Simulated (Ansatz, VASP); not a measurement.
## One calculation of MnCl2, two programs

```xyz
3
Lattice="1.7661 1.0197 5.5804 -1.7661 1.0197 5.5804 0.0000 -2.0393 5.5804" Properties=species:S:1:pos:R:3 pbc="T T T"
Mn    0.0000    0.0000    0.0000
Cl    0.0000    0.0000    4.1853
Cl    0.0000    0.0000   12.5559
```

Change from the starting cell: volume scaled by 0.88, LAPW.

Alike in both runs: task single point; functional PBEsol; k mesh 9 × 9 × 9; occupations fermi-dirac, width 0.08 eV; collinear spin.

```csv
,VASP,Ansatz
version,VASP 6.6.1,Ansatz 0.2.0
potentials or method,"VASP PAW PBE potentials, release 64 (Mn_pv, Cl), cutoff 520 eV","all-electron LAPW, scalar-relativistic"
```

```tsv
	VASP	Ansatz	Ansatz less VASP
pressure (GPa)	3.8	3.7	-0.02
traceless stress, the component that is largest in VASP (GPa)	-0.50	-0.53	-0.031
rms of the force components (eV/Å)	0.028	0.022	-0.0064
net moment per atom (μB)	1.67	1.67	0.000
size of the moment on the site where the two differ most (μB)	4.40	4.50	+0.099
```

VASP's potentials were made for PBE, not for PBEsol. Site moments also hang on the region over which each program counts them. Atom by atom the forces differ by 0.006 eV/Å (rms over components). Ansatz ran all-electron here, and VASP with PAW potentials.
